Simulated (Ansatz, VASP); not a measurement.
## One calculation of NaCl, two programs

Contents of INCAR:

```
  ALGO = Normal
  EDIFF = 1E-7
  ENCUT = 520
  GGA = PE
  ISIF = 2
  ISMEAR = 0
  LASPH = T
  LCHARG = F
  LREAL = F
  LWAVE = F
  NBANDS = 14
  NELM = 100
  PREC = Accurate
  SIGMA = 0.05
```

The input KPOINTS:

```
k-points
0
Gamma
  8 8 8
```

The input POSCAR:

```
NaCl
1.0
    0.0000000000      2.9115592568      2.6786345162
    2.9115592568      0.0000000000      2.6786345162
    2.9115592568      2.9115592568      0.0000000000
Na Cl
1 1
Direct
    0.0000000000      0.0000000000      0.0000000000
    0.5000000000      0.5000000000      0.5000000000
```

Input for Ansatz:

```yaml
crystal:
  lattice:
    - [0.0, 2.9115592568, 2.6786345162]
    - [2.9115592568, 0.0, 2.6786345162]
    - [2.9115592568, 2.9115592568, 0.0]
  atoms:
    - { symbol: Na, position: [0.0, 0.0, 0.0] }
    - { symbol: Cl, position: [0.5, 0.5, 0.5] }
basis:
  ecutwfc: 420
kpoints:
  mp_grid: { grid: [8, 8, 8] }
hamiltonian:
  xc: pbe
scf:
  occupations: { method: gaussian, width: 0.05 }
output:
  forces: true
  stress: true
  eigenvalues: true
```

Alike in both runs: task single point; functional PBE; k mesh 8 × 8 × 8; occupations gaussian, width 0.05 eV; no spin polarisation.

|  | VASP | Ansatz |
| --- | --- | --- |
| version | VASP 6.6.1 | Ansatz 0.2.0 |
| potentials or method | VASP PAW PBE potentials, release 64 (Na_pv, Cl), cutoff 520 eV | scalar-relativistic, plane waves, PAW |
| valence electrons in the cell | 14 | 16 |

Ansatz gave:

```
gap on the k mesh at the Fermi level (eV)                     : 5.04
least direct gap on the mesh (eV)                             : 5.04
pressure (GPa)                                                : 0.9
traceless stress, the component that is largest in VASP (GPa) : 2.60
```

Task: Estimate VASP's values.

Result: gap on the k mesh at the Fermi level (eV): 5.04; least direct gap on the mesh (eV): 5.04; pressure (GPa): 0.9; traceless stress, the component that is largest in VASP (GPa): 2.63.

VASP's potentials hold 14 valence electrons a cell and Ansatz's 16, so a difference there can come from the potentials and not from the codes.
